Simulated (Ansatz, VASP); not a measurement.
# Two plane-wave programs on B

```
B
1.0
     2.90246    0.00000    0.00000
    -1.45123    2.51361    0.00000
     0.00000    0.00000    5.27566
B
6
Direct
  0.00000 0.00000 0.00000
  0.33333 0.66667 0.15928
  0.66667 0.33333 0.34312
  0.33333 0.66667 0.50000
  0.66667 0.33333 0.65688
  0.33333 0.66667 0.84072
```

Alike in both runs: functional PBE; k mesh 6 × 6 × 2; occupations gaussian, width 0.1 eV; no spin polarisation.

Ansatz relaxed the structure, and its values are those at the end. VASP's run is a single point on that final structure, the one shown.

```csv
,VASP,Ansatz
version,VASP 6.6.1,Ansatz 0.2.0
potentials or method,"VASP PAW PBE potentials, release 64 (B), cutoff 520 eV","scalar-relativistic, plane waves, PAW"
valence electrons in the cell,18,18
```

```tsv
	VASP	Ansatz	Ansatz less VASP
gap on the k mesh at the Fermi level (eV)	none	none	-
pressure (GPa)	-0.1	-0.1	+0.03
rms of the force components (eV/Å)	0.002	0.004	+0.0013
```

A gap of «none» marks a metal or a gap that the smearing closes.

The k mesh is coarse, so the values compare programs but aren't converged.
